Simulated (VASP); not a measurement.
# ZnS (F-43m) in VASP: notebook

Aim: see how the results for ZnS move with the level of theory and the settings. Levels: PBEsol, r2SCAN. Tasks: single point, relaxation of cell and atoms.

Everything below comes from runs of VASP 6.6.1. Logs are shortened: lines on timing, memory, paths and dates and some standing lists are left out, and cuts for length are marked.

**Experimental background.**

“Electronic, vibrational, and thermodynamic properties of ZnS (zincblende and rocksalt structure)”, 2009, arxiv:0911.5022 quotes, for a bulk crystal of ZnS at 19 K: band gap 3.85 eV (direct).

The results are compared with them further down.

## Step 1: The cell of the first run

It takes space group F-43m (No. 216, cubic). Conventional cell: a = 5.356 Å, b = 5.356 Å, c = 5.356 Å, α = 90.00°, β = 90.00°, γ = 90.00°. Zn (site symmetry -43m) has 4 S at 2.32 Å within 3.1 Å. Within 3.1 Å of S (site symmetry -43m) lie 4 Zn at 2.32 Å.

## Step 2: Single point, PBEsol

The input, INCAR:

```
PREC = Accurate ; ENCUT = 520
EDIFF = 1E-6 ; ISMEAR = 0
SIGMA = 0.02 ; LREAL = F
LASPH = T ; NELM = 80
ALGO = Normal ; ISIF = 2
LWAVE = F ; LCHARG = F
GGA = PS ; NBANDS = 16
```

The input, KPOINTS:

```
Automatic mesh
0
Gamma
  10 10 10
```

The input, POSCAR:

```
ZnS
1.0
    0.0000000000      2.6777701691      2.6777701691
    2.6777701691      0.0000000000      2.6777701691
    2.6777701691      2.6777701691      0.0000000000
Zn S
1 1
Direct
    0.2500000000      0.2500000000      0.2500000000
    0.0000000000      0.0000000000      0.0000000000
```

Potentials or basis: VASP PAW PBE potentials, release 64 (Zn, S).

The run is started by

```bash
$ cat potpaw_PBE.64/Zn/POTCAR potpaw_PBE.64/S/POTCAR > POTCAR
$ mpirun -np 1 vasp_std > vasp.out
```

OUTCAR:

```text
PREC = Accurate
   ENCUT = 520
   EDIFF = 1E-6
   ISMEAR = 0
   LREAL = F
   LASPH = T
   NELM = 80
   ISIF = 2
   GGA = PS

 ion  position               nearest neighbor table
   1  0.250  0.250  0.250-   2 2.32   2 2.32   2 2.32   2 2.32
   2  0.000  0.000  0.000-   1 2.32   1 2.32   1 2.32   1 2.32

  LATTYP: Found a face centered cubic cell.
 ALAT       =     5.3555403382

  Lattice vectors:

 A1 = (   0.0000000000,   2.6777701691,   2.6777701691)
 A2 = (   2.6777701691,   0.0000000000,   2.6777701691)
 A3 = (   2.6777701691,   2.6777701691,   0.0000000000)

Analysis of symmetry for initial positions (statically):
=====================================================================
 Subroutine PRICEL returns:
 Original cell was already a primitive cell.

 Routine SETGRP: Setting up the symmetry group for a
 face centered cubic supercell.

 Subroutine GETGRP returns: Found 24 space group operations
 (whereof 24 operations were pure point group operations)
 out of a pool of 48 trial point group operations.

The static configuration has the point symmetry T_d .

Analysis of symmetry for dynamics (positions and initial velocities):
=====================================================================
 Subroutine PRICEL returns:
 Original cell was already a primitive cell.

 Routine SETGRP: Setting up the symmetry group for a
 face centered cubic supercell.

 Subroutine GETGRP returns: Found 24 space group operations
 (whereof 24 operations were pure point group operations)
 out of a pool of 48 trial point group operations.

The dynamic configuration has the point symmetry T_d .

 Subroutine INISYM returns: Found 24 space group operations
 (whereof 24 operations are pure point group operations),
 and found     1 'primitive' translations

----------------------------------------------------------------------------------------

                                     Primitive cell

  volume of cell :      38.4017

  direct lattice vectors                    reciprocal lattice vectors
     0.000000000  2.677770169  2.677770169    -0.186722522  0.186722522  0.186722522
     2.677770169  0.000000000  2.677770169     0.186722522 -0.186722522  0.186722522
     2.677770169  2.677770169  0.000000000     0.186722522  0.186722522 -0.186722522

  length of vectors
     3.786938890  3.786938890  3.786938890     0.323412895  0.323412895  0.323412895

  position of ions in fractional coordinates (direct lattice)
     0.250000000  0.250000000  0.250000000
     0.000000000  0.000000000  0.000000000

  ion indices of the primitive-cell ions
   primitive index   ion index
                 1           1
                 2           2

----------------------------------------------------------------------------------------

 KPOINTS: Automatic mesh

Automatic generation of k-mesh.
 Grid dimensions read from file:
 generate k-points for:   10   10   10

 Generating k-lattice:

  Cartesian coordinates                     Fractional coordinates (reciprocal lattice)
    -0.018672252  0.018672252  0.018672252     0.100000000  0.000000000  0.000000000
     0.018672252 -0.018672252  0.018672252     0.000000000  0.100000000  0.000000000
     0.018672252  0.018672252 -0.018672252     0.000000000  0.000000000  0.100000000

  Length of vectors
     0.032341290  0.032341290  0.032341290

  Shift w.r.t. Gamma in fractional coordinates (k-lattice)
     0.000000000  0.000000000  0.000000000

 Subroutine IBZKPT returns following result:
 ===========================================

 Found     47 irreducible k-points:

 Following reciprocal coordinates:
            Coordinates               Weight
  0.000000  0.000000  0.000000      1.000000
  0.100000  0.000000  0.000000      8.000000
  0.200000  0.000000  0.000000      8.000000
  0.300000  0.000000  0.000000      8.000000
  0.400000  0.000000  0.000000      8.000000
  0.500000  0.000000  0.000000      4.000000
[... 16 lines left out ...]
  0.300000  0.300000  0.000000      6.000000
  0.400000  0.300000  0.000000     24.000000
 [... further k-points ...]
   k-points           NKPTS =     47   k-points in BZ     NKDIM =     47   number of bands    NBANDS=     16
   number of dos      NEDOS =    301   number of ions     NIONS =      2
   total plane-waves  NPLWV =  21952
   dimension x,y,z NGX =    28 NGY =   28 NGZ =   28
   dimension x,y,z NGXF=    56 NGYF=   56 NGZF=   56
   ions per type =               1   1
   NGX,Y,Z   is equivalent  to a cutoff of  12.29, 12.29, 12.29 a.u.
   NGXF,Y,Z  is equivalent  to a cutoff of  24.58, 24.58, 24.58 a.u.
 SYSTEM =  unknown system
   PREC   = accura    normal or accurate (medium, high low for compatibility)
   ISTART =      0    job   : 0-new  1-cont  2-samecut
   ICHARG =      2    charge: 1-file 2-atom 10-const
   ISPIN  =      1    spin polarized calculation?
   LNONCOLLINEAR =      F non collinear calculations
   LSORBIT =      F    spin-orbit coupling
   LASPH  =      T    aspherical Exc in radial PAW
   ENCUT  =  520.0 eV  38.22 Ry    6.18 a.u.   7.04  7.04  7.04*2*pi/ulx,y,z
   NELM   =     80;   NELMIN=  2; NELMDL= -5     # of ELM steps
   EDIFF  = 0.1E-05   stopping-criterion for ELM
   LREAL  =      F    real-space projection
   EDIFFG = 0.1E-04   stopping-criterion for IOM
   NSW    =      0    number of steps for IOM
   IBRION =     -1    ionic relax: 0-MD 1-quasi-New 2-CG
   NFREE  =      0    steps in history (QN), initial steepest desc. (CG)
   ISIF   =      2    stress and relaxation
   ISYM   =      2    0-nonsym 1-usesym 2-fastsym
   POTIM  = 0.5000    time-step for ionic-motion
   TEBEG  =    0.0;   TEEND  =   0.0 temperature during run
   PSTRESS=    0.0 pullay stress
   NELECT =      18.0000    total number of electrons
   NUPDOWN=      -1.0000    fix difference up-down
   EMIN   =  10.00;   EMAX   =-10.00  energy-range for DOS
   EFERMI =   0.00;   METHOD = LEGACY
   ISMEAR =     0;   SIGMA  =   0.02  broadening in eV -4-tet -1-fermi 0-gaus
   EFERMI_NEDOS =   21; number of points for ismear=-14 and -15
   IALGO  =     38    algorithm
   IMIX   =      4    mixing-type and parameters
     AMIX     =   0.40;   BMIX     =  1.00
     AMIX_MAG =   1.60;   BMIX_MAG =  1.00
  volume/ion in A,a.u.               =      19.20       129.57
  Fermi-wavevector in a.u.,A,eV,Ry     =   1.271693  2.403152 22.003393  1.617204
  Thomas-Fermi vector in A             =   2.404612
   LORBIT       =      0    0 simple, 1 ext, 2 COOP (PROOUT), +10 PAW based schemes
   GGA     = PS    functional components
   LHFCALC =     F    Hartree Fock is set to
   AEXX    =    0.0000 exact exchange contribution
   IVDW    =     0    specifies the selected vdW correction
   LEPSILON=     F    determine dielectric tensor
   LRPA    =     F    only Hartree local field effects (RPA)
 non-spin polarized calculation
 Gauss-broadening in eV      SIGMA  =   0.02
  energy-cutoff  :      520.00
  volume of cell :       38.40
 maximum number of plane-waves:      1056
   NGX = 15   NGY = 15   NGZ = 15

 number of electron      18.0000016 magnetization

 Free energy of the ion-electron system (eV)
  ---------------------------------------------------
  ext. energy  EPLUGINS =         0.00000000
  ---------------------------------------------------
  free energy    TOTEN  =        -7.58889679 eV

  energy without entropy =       -7.58889679  energy(sigma->0) =       -7.58889679

 E-fermi :   2.4149     XC(G=0):  -9.9773

 val. band max:        2.2693242100   @ k =   0.0000   0.0000   0.0000
 cond. band min:       4.3644459935   @ k =   0.0000   0.0000   0.0000
 fundamental gap:      2.0951217835
 Fermi energy:         2.4148889102

 k-point     1 :       0.0000    0.0000    0.0000
  band No.  band energies     occupation
      1     -11.0792      2.00000
      2      -4.2155      2.00000
      3      -4.2155      2.00000
      4      -4.2155      2.00000
      5      -3.6838      2.00000
      6      -3.6838      2.00000
[... 8 lines left out ...]
     15      14.0370      0.00000
     16      14.0601      0.00000

 k-point     2 :       0.1000    0.0000    0.0000
  band No.  band energies     occupation
      1     -10.9988      2.00000
      2      -4.2183      2.00000
      3      -4.2009      2.00000
      4      -4.2009      2.00000
      5      -3.6853      2.00000
      6      -3.6853      2.00000
[... 8 lines left out ...]
     15      13.5574      0.00000
     16      14.6585      0.00000

 k-point     3 :       0.2000    0.0000    0.0000
  band No.  band energies     occupation
      1     -10.7763      2.00000
      2      -4.2077      2.00000
      3      -4.1647      2.00000
      4      -4.1647      2.00000
      5      -3.6855      2.00000
      6      -3.6855      2.00000
[... 8 lines left out ...]
     15      13.1146      0.00000
     16      14.6515      0.00000

 k-point     4 :       0.3000    0.0000    0.0000
  band No.  band energies     occupation
      1     -10.4724      2.00000
      2      -4.1282      2.00000
      3      -4.1262      2.00000
      4      -4.1262      2.00000
      5      -3.6767      2.00000
      6      -3.6767      2.00000
[... 8 lines left out ...]
     15      13.4999      0.00000
     16      14.0745      0.00000
[... 324 lines left out ...]
 k-point    22 :      -0.2000    0.2000    0.0000
  band No.  band energies     occupation
      1     -10.3696      2.00000
      2      -4.1263      2.00000
      3      -4.0996      2.00000
      4      -4.0940      2.00000
      5      -3.7081      2.00000
      6      -3.6436      2.00000
[... 8 lines left out ...]
     15      15.1732      0.00000
     16      16.8783      0.00000

 k-point    23 :       0.3000    0.3000    0.0000
  band No.  band energies     occupation
      1     -10.2688      2.00000
      2      -4.2938      2.00000
      3      -4.0030      2.00000
      4      -4.0030      2.00000
      5      -3.7208      2.00000
      6      -3.6303      2.00000
[... 8 lines left out ...]
     15      15.1303      0.00000
     16      18.9661      0.00000

 k-point    24 :       0.4000    0.3000    0.0000
  band No.  band energies     occupation
      1     -10.0510      2.00000
      2      -4.2621      2.00000
      3      -3.9550      2.00000
      4      -3.9470      2.00000
      5      -3.6638      2.00000
      6      -3.6221      2.00000
[... 8 lines left out ...]
     15      15.6924      0.00000
     16      18.2134      0.00000

 [... further k-points ...]

------------------------ aborting loop because EDIFF is reached ----------------------------------------

  FORCE on cell =-STRESS in cart. coord.  units (eV):
  Direction    XX          YY          ZZ          XY          YZ          ZX
  --------------------------------------------------------------------------------------
  -------------------------------------------------------------------------------------
  Total        0.0572893      0.0572893      0.0572893      0.0000000     -0.0000000     -0.0000000
  in kB        2.3901996      2.3901996      2.3901996      0.0000000     -0.0000000     -0.0000000
  external PRESSURE =       2.3901996 kB  Pullay stress =       0.0000000 kB

 VOLUME and BASIS-vectors are now :
 -----------------------------------------------------------------------------
  energy-cutoff  :      520.00
  volume of cell :       38.40
      direct lattice vectors                 reciprocal lattice vectors
     0.000000000  2.677770169  2.677770169    -0.186722522  0.186722522  0.186722522
     2.677770169  0.000000000  2.677770169     0.186722522 -0.186722522  0.186722522
     2.677770169  2.677770169  0.000000000     0.186722522  0.186722522 -0.186722522

 POSITION                                       TOTAL-FORCE (eV/Angst)
 -----------------------------------------------------------------------------------
      1.33889      1.33889      1.33889         0.000000      0.000000      0.000000
      0.00000      0.00000      0.00000        -0.000000     -0.000000     -0.000000
 -----------------------------------------------------------------------------------
    total drift:                               -0.000002     -0.000002     -0.000002

  FREE ENERGIE OF THE ION-ELECTRON SYSTEM (eV)
  ---------------------------------------------------
  free  energy   TOTEN  =        -7.5888967903 eV

  energy  without entropy=       -7.5888967903  energy(sigma->0) =       -7.58889679
```

It took 19 s on 1 thread of Intel Xeon Platinum 8259CL at 2.50GHz (Skylake/Cascade Lake), shared host; peak memory 0.17 GiB.

What came out:

| Quantity | Value |
| --- | --- |
| Free energy | -7.5889 eV |
| Pressure | 0.2 GPa |
| Band gap on the k mesh | 2.10 eV, direct |

Caveat: the PAW data sets were made with another functional, which shifts forces and pressure a little.

(Part 1 of 3 ends here.)
